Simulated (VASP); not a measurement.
# Ge2Sb2Te5 (P-3m1) in VASP: a series of runs, part 2 of 2

VASP 6.6.1. The steps go on from the part before.

**3. Single point, RPBE**

This run uses another cell than the first one.

INCAR

```
ALGO     = Normal         # electronic algorithm
EDIFF    = 1E-6           # SCF threshold, eV
ENCUT    = 520            # plane-wave cutoff, eV
GGA      = RP             # functional
ISIF     = 2              # what is computed and relaxed
ISMEAR   = -1             # smearing method
LASPH    = True           # aspherical terms in the spheres
LCHARG   = False          # write CHGCAR
LREAL    = False          # projectors in reciprocal space
LWAVE    = False          # write WAVECAR
NBANDS   = 44             # bands
NELM     = 60             # most SCF steps
PREC     = Accurate       # precision mode
SIGMA    = 0.05           # smearing width, eV
```

KPOINTS

```
k-points
0
Gamma
  7 7 2
```

POSCAR

```
Ge2Sb2Te5
1.0
    4.3340928453      0.0000000000      0.0000000000
   -2.1670464226      3.7534345064      0.0000000000
    0.0000000000      0.0000000000     20.0822414481
Te Sb Ge
5 2 2
Direct
    0.6666666667      0.3333333333      0.3597365816
    0.3333333333      0.6666666667      0.6402634184
    0.3333333333      0.6666666667      0.1724575474
    0.6666666667      0.3333333333      0.8275424526
    0.0000000000      0.0000000000      0.0000000000
    0.0000000000      0.0000000000      0.2750610199
    0.0000000000      0.0000000000      0.7249389801
    0.6666666667      0.3333333333      0.0875685594
    0.3333333333      0.6666666667      0.9124314406
```

Potentials or basis: VASP PAW PBE potentials, release 64 (Te, Sb, Ge_d).

Command:

```sh
> cat potpaw_PBE.64/Te/POTCAR potpaw_PBE.64/Sb/POTCAR potpaw_PBE.64/Ge_d/POTCAR > POTCAR
> mpirun -np 1 vasp_std > vasp.out
```

OUTCAR:

```text
EDIFF = 1E-6
   ENCUT = 520
   GGA = RP
   ISIF = 2
   ISMEAR = -1
   LASPH = True
   LREAL = False
   NELM = 60
   PREC = Accurate

 ion  position               nearest neighbor table
   1  0.667  0.333  0.360-   6 3.03   6 3.03   6 3.03
   2  0.333  0.667  0.640-   7 3.03   7 3.03   7 3.03
   3  0.333  0.667  0.172-   8 3.03   8 3.03   8 3.03   6 3.24   6 3.24   6 3.24
   4  0.667  0.333  0.828-   9 3.03   9 3.03   9 3.03   7 3.24   7 3.24   7 3.24
   5  0.000  0.000  0.000-   8 3.06   9 3.06   9 3.06   8 3.06   8 3.06   9 3.06
   6  0.000  0.000  0.275-   1 3.03   1 3.03   1 3.03   3 3.24   3 3.24   3 3.24
   7  0.000  0.000  0.725-   2 3.03   2 3.03   2 3.03   4 3.24   4 3.24   4 3.24
   8  0.667  0.333  0.088-   3 3.03   3 3.03   3 3.03   5 3.06   5 3.06   5 3.06
   9  0.333  0.667  0.912-   4 3.03   4 3.03   4 3.03   5 3.06   5 3.06   5 3.06

  LATTYP: Found a hexagonal cell.
 ALAT       =     4.3340928453
 C/A-ratio  =     4.6335512793

  Lattice vectors:

 A1 = (   4.3340928453,   0.0000000000,   0.0000000000)
[... 186 lines left out ...]
 Fermi energy:         4.5369119116

 k-point     1 :       0.0000    0.0000    0.0000
  band No.  band energies     occupation
      1     -20.4970      2.00000
      2     -20.4970      2.00000
      3     -20.4967      2.00000
      4     -20.4967      2.00000
      5     -20.4958      2.00000
      6     -20.4956      2.00000
[... 741 lines left out ...]
     43       8.0933      0.00000
     44       8.9648      0.00000

------------------------ aborting loop because EDIFF is reached ----------------------------------------

  FORCE on cell =-STRESS in cart. coord.  units (eV):
  Direction    XX          YY          ZZ          XY          YZ          ZX
  --------------------------------------------------------------------------------------
  -------------------------------------------------------------------------------------
  Total       -0.1878822     -0.1878822     -0.1361339     -0.0000000      0.0000000      0.0000000
  in kB       -0.9214187     -0.9214187     -0.6676328     -0.0000000      0.0000000      0.0000000
  external PRESSURE =      -0.8368234 kB  Pullay stress =       0.0000000 kB

 VOLUME and BASIS-vectors are now :
 -----------------------------------------------------------------------------
  energy-cutoff  :      520.00
  volume of cell :      326.69
      direct lattice vectors                 reciprocal lattice vectors
     4.334092845  0.000000000  0.000000000     0.230728790  0.133211329  0.000000000
    -2.167046423  3.753434506  0.000000000     0.000000000  0.266422659  0.000000000
     0.000000000  0.000000000 20.082241448     0.000000000  0.000000000  0.049795238

 POSITION                                       TOTAL-FORCE (eV/Angst)
 -----------------------------------------------------------------------------------
      2.16705      1.25114      7.22432        -0.000000     -0.000000      0.004715
     -0.00000      2.50229     12.85792        -0.000000      0.000000     -0.004715
     -0.00000      2.50229      3.46333         0.000000     -0.000000      0.011675
      2.16705      1.25114     16.61891        -0.000000     -0.000000     -0.011675
      0.00000      0.00000      0.00000         0.000000     -0.000000      0.000000
      0.00000      0.00000      5.52384         0.000000     -0.000000     -0.015222
      0.00000      0.00000     14.55840         0.000000      0.000000      0.015222
      2.16705      1.25114      1.75857         0.000000      0.000000      0.003918
     -0.00000      2.50229     18.32367        -0.000000     -0.000000     -0.003918
 -----------------------------------------------------------------------------------
    total drift:                               -0.000000      0.000000     -0.000000

  FREE ENERGIE OF THE ION-ELECTRON SYSTEM (eV)
  ---------------------------------------------------
  free  energy   TOTEN  =       -30.9400033593 eV

  energy  without entropy=      -30.9399621267  energy(sigma->0) =      -30.93998274
```

stdout:

```text
POSCAR found type information on POSCAR TeSbGe
 POSCAR found :  3 types and       9 ions
 scaLAPACK will be used
 -----------------------------------------------------------------------------
|                                                                             |
|                                                                             |
|     You enforced a specific xc type in the INCAR file but a different       |
|     I HOPE YOU KNOW WHAT YOU ARE DOING!                                     |
|                                                                             |
 -----------------------------------------------------------------------------

 LDA part: xc-table for (Slater+PW92), standard interpolation
 POSCAR, INCAR and KPOINTS ok, starting setup
 FFT: planning ... GRIDC
 FFT: planning ... GRID_SOFT
 FFT: planning ... GRID
 WAVECAR not read
 entering main loop
```

It took 6.1 min on 1 thread of AMD EPYC 7R43 (Zen 3), shared host; peak memory 0.49 GiB.

What came out:

| Property | Result |
| --- | --- |
| Free energy | -30.9400 eV |
| Pressure | -0.1 GPa |
| Largest force | 0.015 eV/Å |
| Band gap on the k mesh | 0.83 eV (least direct gap 0.98 eV) |

Forces in eV/Å, atoms in the order of the input:
```
Te   0.000  0.000  0.005
Te   0.000  0.000 -0.005
Te   0.000  0.000  0.012
Te   0.000  0.000 -0.012
Te   0.000  0.000  0.000
Sb   0.000  0.000 -0.015
Sb   0.000  0.000  0.015
Ge   0.000  0.000  0.004
Ge   0.000  0.000 -0.004
```

Caveat: the PAW data sets were made with another functional, which shifts forces and pressure a little; spin-orbit coupling is left out, which moves the levels of the heavy elements; an odd mesh through Γ misses points on the zone boundary, where band edges can lie.

**4. Single point, RPBE+D4**

This run uses another cell than the first one, of 28.29 Å³/atom.

INCAR

```
SYSTEM = Ge2Sb2Te5
PREC     = Accurate       ! precision mode
ENCUT    = 520            ! plane-wave cutoff, eV
EDIFF    = 1E-6           ! SCF threshold, eV
ISMEAR   = -1             ! smearing method
SIGMA    = 0.05           ! smearing width, eV
LREAL    = .FALSE.        ! projectors in reciprocal space
LASPH    = .TRUE.         ! aspherical terms in the spheres
NELM     = 100            ! most SCF steps
ALGO     = Normal         ! electronic algorithm
ISIF     = 2              ! what is computed and relaxed
LWAVE    = .FALSE.        ! write WAVECAR
LCHARG   = .TRUE.         ! write CHGCAR
GGA      = RP             ! functional
IVDW     = 13             ! dispersion correction
LELF     = .TRUE.         ! ELF
LVHAR    = .TRUE.       
NBANDS   = 44             ! bands
```

KPOINTS

```
Automatic mesh
0
G
  7 7 2
  0 0 0
```

POSCAR

```
Ge2Sb2Te5
1.0
    4.1899663793      0.0000000000      0.0000000000
   -2.0949831896      3.6286173254      0.0000000000
    0.0000000000      0.0000000000     16.7483262556
Te Sb Ge
5 2 2
Direct
    0.6666666667      0.3333333333      0.4224577638
    0.3333333333      0.6666666667      0.5775422362
    0.3333333333      0.6666666667      0.1992543663
    0.6666666667      0.3333333333      0.8007456337
    0.0000000000      0.0000000000      0.0000000000
    0.0000000000      0.0000000000      0.3184951897
    0.0000000000      0.0000000000      0.6815048103
    0.6666666667      0.3333333333      0.1008045396
    0.3333333333      0.6666666667      0.8991954604
```

Command:

```sh
> cat potpaw_PBE.64/Te/POTCAR potpaw_PBE.64/Sb/POTCAR potpaw_PBE.64/Ge_d/POTCAR > POTCAR
> mpirun -np 1 vasp_std > vasp.out
```

Run time: 2.6 min. Hardware: 1 thread of AMD EPYC 9R45 (Zen 5), shared host; peak memory 0.42 GiB.

The run converged. Its results:

```yaml
Free_energy: -38.4684 eV
Pressure: -0.1 GPa
Largest_force: 0.022 eV/Å
Band_gap_on_the_k_mesh: zero (filled and empty bands touch)
Dispersion_energy_per_atom: -0.903 eV
```

Forces in eV/Å, atoms in the order of the input:
```
Te   0.000  0.000  0.014
Te   0.000  0.000 -0.014
Te   0.000  0.000  0.015
Te   0.000  0.000 -0.015
Te   0.000  0.000  0.000
Sb   0.000  0.000 -0.022
Sb   0.000  0.000  0.022
Ge   0.000  0.000  0.002
Ge   0.000  0.000 -0.002
```

Levels at points of the mesh, in eV from the Fermi level:
| k point | band 31 | band 32 | band 33 | band 34 | band 35 | band 36 | band 37 | band 38 |
| --- | --- | --- | --- | --- | --- | --- | --- | --- |
| (0.00, 0.00, 0.00) | -1.52 | -1.11 | -0.87 | 0.03 | 0.03 | 0.05 | 0.26 | 0.81 |
| (0.00, 0.00, 0.50) | -1.64 | -1.48 | -0.69 | -0.15 | 0.28 | 0.28 | 0.40 | 0.40 |

Caveat: the PAW data sets were made with another functional, which shifts forces and pressure a little; spin-orbit coupling is left out, which moves the levels of the heavy elements.

**5. Relaxation of cell and atoms, RPBE+D4**

INCAR

```
SYSTEM = Ge2Sb2Te5
ALGO = Normal ; EDIFF = 1E-6
EDIFFG = -0.01 ; ENCUT = 600
GGA = RP ; IBRION = 2
ISIF = 3 ; ISMEAR = -1
IVDW = 13 ; LASPH = .TRUE.
LCHARG = .FALSE. ; LREAL = .FALSE.
LWAVE = .FALSE. ; NELM = 80
NSW = 60 ; PREC = Accurate
SIGMA = 0.05
```

KPOINTS

```
k-points
0
G
  7 7 2
  0 0 0
```

POSCAR

```
Ge2Sb2Te5
1.0
    4.2940644248      0.0000000000      0.0000000000
   -2.1470322124      3.7187688774      0.0000000000
    0.0000000000      0.0000000000     17.1013460000
Te Sb Ge
5 2 2
Direct
    0.6666666667      0.3333333333      0.4198920000
    0.3333333333      0.6666666667      0.5801080000
    0.3333333333      0.6666666667      0.2015420000
    0.6666666667      0.3333333333      0.7984580000
    0.0000000000      0.0000000000      0.0000000000
    0.0000000000      0.0000000000      0.3200680000
    0.0000000000      0.0000000000      0.6799320000
    0.6666666667      0.3333333333      0.1028950000
    0.3333333333      0.6666666667      0.8971050000
```

Command:

```sh
> cat potpaw_PBE.64/Te/POTCAR potpaw_PBE.64/Sb/POTCAR potpaw_PBE.64/Ge_d/POTCAR > POTCAR
> mpirun -np 1 vasp_std > vasp.out
```

It took 25 min on 1 thread of AMD EPYC 9R45 (Zen 5), shared host; peak memory 0.57 GiB.

It converged, with:

```yaml
Free_energy: -38.4702 eV
Relaxed_volume: 28.26 Å³/atom
Relaxed_cell: a = 4.189 Å, b = 4.189 Å, c = 16.737 Å, α = 90.00°, β = 90.00°, γ = 120.00°
Space_group_after_relaxing_to_0.1_Å: P-3m1 (No. 164)
Energy_gained_by_relaxing: 19.9 meV/atom
Ionic_steps: 14
Pressure_after_relaxing: 0.0 GPa
Largest_force_after_relaxing: 0.009 eV/Å
Band_gap_on_the_k_mesh: zero (filled and empty bands touch)
Dispersion_energy_per_atom: -0.904 eV
```

Forces on the atoms (eV/Å):
```
Te   0.000  0.000 -0.009
Te   0.000  0.000  0.009
Te   0.000  0.000  0.007
Te   0.000  0.000 -0.007
Te   0.000  0.000  0.000
Sb   0.000  0.000 -0.006
Sb   0.000  0.000  0.006
Ge   0.000  0.000 -0.004
Ge   0.000  0.000  0.004
```

The path:
```csv
step,energy change (eV),largest force (eV/Å),pressure (GPa),volume (Å³)
1,0.0000,0.2049,-2.12,273.09
2,-0.1469,0.3486,-0.15,257.50
3,-0.1473,0.3638,-0.03,256.93
4,-0.1644,0.2026,0.05,255.44
5,-0.1693,0.1689,0.17,254.20
6,-0.1742,0.1011,-0.11,255.22
7,-0.1752,0.0681,-0.33,255.81
8,-0.1778,0.0562,-0.13,255.02
9,-0.1785,0.0473,0.00,254.41
10,-0.1785,0.0463,0.03,254.35
11,-0.1788,0.0320,0.00,254.36
12,-0.1789,0.0195,-0.01,254.36
13,-0.1790,0.0151,-0.04,254.36
14,-0.1790,0.0088,-0.02,254.36
```

Final structure:
```
Te Sb Ge
1.0
     4.18913    0.00000    0.00000
    -2.09456    3.62789    0.00000
     0.00000    0.00000   16.73672
Te Sb Ge
5 2 2
Direct
  0.66667 0.33333 0.42294
  0.33333 0.66667 0.57706
  0.33333 0.66667 0.19952
  0.66667 0.33333 0.80048
  0.00000 0.00000 0.00000
  0.00000 0.00000 0.31875
  0.00000 0.00000 0.68125
  0.66667 0.33333 0.10096
  0.33333 0.66667 0.89904
```

Levels at points of the mesh, in eV from the Fermi level:
| k point | band 30 | band 31 | band 32 | band 33 | band 34 | band 35 | band 36 | band 37 | band 38 | band 39 |
| --- | --- | --- | --- | --- | --- | --- | --- | --- | --- | --- |
| (0.00, 0.00, 0.00) | -1.51 | -1.51 | -1.10 | -0.87 | 0.03 | 0.03 | 0.06 | 0.26 | 0.81 | 0.81 |
| (0.00, 0.00, 0.50) | -1.64 | -1.64 | -1.48 | -0.68 | -0.15 | 0.28 | 0.28 | 0.39 | 0.39 | 0.62 |

Caveat: the PAW data sets were made with another functional, which shifts forces and pressure a little; spin-orbit coupling is left out, which moves the levels of the heavy elements.

**6. Summary**

| task | level | cell | cutoff (eV) | gap on the mesh (eV) | pressure (GPa) | largest force (eV/Å) |
| --- | --- | --- | --- | --- | --- | --- |
| single point | revPBE | a = 4.294, b = 4.294, c = 17.101 Å, angles 90.0, 90.0, 120.0°, 9 atoms, atomic positions A | 520 | 0.27 | 1.3 | 0.09 |
| single point | RPBE | a = 4.334, b = 4.334, c = 20.082 Å, angles 90.0, 90.0, 120.0°, 9 atoms, atomic positions B | 520 | 0.83 | -0.1 | 0.02 |
| single point | RPBE+D4 | a = 4.190, b = 4.190, c = 16.748 Å, angles 90.0, 90.0, 120.0°, 9 atoms, atomic positions C | 520 | none | -0.1 | 0.02 |
| relaxation of cell and atoms | RPBE+D4 | relaxed from a = 4.294, b = 4.294, c = 17.101 Å, angles 90.0, 90.0, 120.0°, 9 atoms, atomic positions A | 600 | none | 0.0 | 0.01 |

Alike in all rows: potentials or basis VASP PAW PBE potentials, release 64 (Te, Sb, Ge_d); no spin polarisation; k mesh 7 × 7 × 2; smearing fermi-dirac 0.05 eV.

Caveats: the PAW data sets were made with another functional, which shifts forces and pressure a little; spin-orbit coupling is left out, which moves the levels of the heavy elements; an odd mesh through Γ misses points on the zone boundary, where band edges can lie (at least some runs).

Absolute energies hang on the potentials; compare differences alone.
